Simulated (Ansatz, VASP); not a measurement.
# Two plane-wave programs on Mg

Contents of INCAR:

```
PREC     = Accurate       # precision mode
ENCUT    = 520            # plane-wave cutoff, eV
EDIFF    = 1E-6           # SCF threshold, eV
ISMEAR   = 1              # smearing method
SIGMA    = 0.1            # smearing width, eV
LREAL    = F              # projectors in reciprocal space
LASPH    = T              # aspherical terms in the spheres
NELM     = 120            # most SCF steps
ALGO     = Normal         # electronic algorithm
ISIF     = 2              # what is computed and relaxed
LWAVE    = F              # write WAVECAR
LCHARG   = T              # write CHGCAR
LDIPOL   = T            
IDIPOL   = 3            
DIPOL    = 0.5 0.5 0.378
GGA      = PS             # functional
IVDW     = 12             # dispersion correction
LELF     = T              # ELF
LVHAR    = T            
LVACPOTAV= T            
NBANDS   = 10             # bands
GGA_COMPAT= F            
NELMDL   = -8
```

KPOINTS

```
regular mesh
0
Gamma
  12 12 1
```

POSCAR

```
Mg
1.0
    3.1168847833      0.0000000000      0.0000000000
   -1.5584423917      2.6993014030      0.0000000000
    0.0000000000      0.0000000000     25.0810450534
Mg
3
Direct
    0.6666666667      0.3333333333      0.2790952285
    0.3333333333      0.6666666667      0.3792803067
    0.6666666667      0.3333333333      0.4770130324
```

Input for Ansatz:

```yaml
crystal:
  lattice:
    - [3.1168847833, 0.0, 0.0]
    - [-1.5584423917, 2.699301403, 0.0]
    - [0.0, 0.0, 25.0810450534]
  atoms:
    - { symbol: Mg, position: [0.6666666667, 0.3333333333, 0.2790952285] }
    - { symbol: Mg, position: [0.3333333333, 0.6666666667, 0.3792803067] }
    - { symbol: Mg, position: [0.6666666667, 0.3333333333, 0.4770130324] }
basis:
  ecutwfc: 420
kpoints:
  mp_grid: { grid: [12, 12, 1] }
hamiltonian:
  xc: pbesol
  dispersion: d3bj
  pseudopotentials: { kind: paw, azcp: { folder: soft_1 } }
scf:
  occupations: { method: methfessel_paxton, width: 0.1 }
  n_extra_bands: 7
  max_iter: 160
output:
  forces: true
  eigenvalues: true
efield:
  axis: 3
  dipole_correction: true
```

Alike in both runs: task single point; functional PBEsol; dispersion D3(BJ); k mesh 12 × 12 × 1; occupations methfessel-paxton of order 1, width 0.1 eV; no spin polarisation.

```csv
,VASP,Ansatz
version,VASP 6.6.1,Ansatz 0.2.0
potentials or method,"VASP PAW PBE potentials, release 64 (Mg), cutoff 520 eV","scalar-relativistic, plane waves, PAW"
valence electrons in the cell,6,30
```

Ansatz gave:

```
gap on the k mesh at the Fermi level (eV) : none
rms of the force components (eV/Å)        : 0.088
```

Q: What did VASP give for the same quantities?

A: gap on the k mesh at the Fermi level (eV): none; rms of the force components (eV/Å): 0.089.

VASP's potentials were made for PBE, not for PBEsol, and Ansatz warns of the same on its side. Atom by atom the forces differ by 0.001 eV/Å (rms over components). A gap of «none» marks a metal or a gap that the smearing closes. VASP's potentials hold 6 valence electrons a cell and Ansatz's 30, so a difference there can come from the potentials and not from the codes.
